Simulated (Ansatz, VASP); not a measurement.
**K in VASP and in Ansatz**

```
K
1.0
    -2.69756    2.69756    2.69756
     2.69756   -2.69756    2.69756
     2.69756    2.69756   -2.69756
K
1
Direct
  0.00000 0.00000 0.00000
```

Alike in both runs: task relaxation of cell and atoms; functional PBE; k mesh 12 × 12 × 12; occupations gaussian, width 0.1 eV; no spin polarisation.

```csv
,VASP,Ansatz
version,VASP 6.6.1,Ansatz 0.2.0
potentials or method,"VASP PAW PBE potentials, release 64 (K_sv), cutoff 600 eV","scalar-relativistic, plane waves, PAW"
valence electrons in the cell,9,9
```

VASP gave:

- gap on the k mesh at the Fermi level, each at its own relaxed structure (eV): none
- relaxed volume (Å³/atom): 73.71
- relaxed cell length with the largest relative difference (Å): 4.575

Q: Estimate Ansatz's values.

A: gap on the k mesh at the Fermi level, each at its own relaxed structure (eV): none; relaxed volume (Å³/atom): 73.38; relaxed cell length with the largest relative difference (Å): 4.568.

A gap of «none» marks a metal or a gap that the smearing closes.
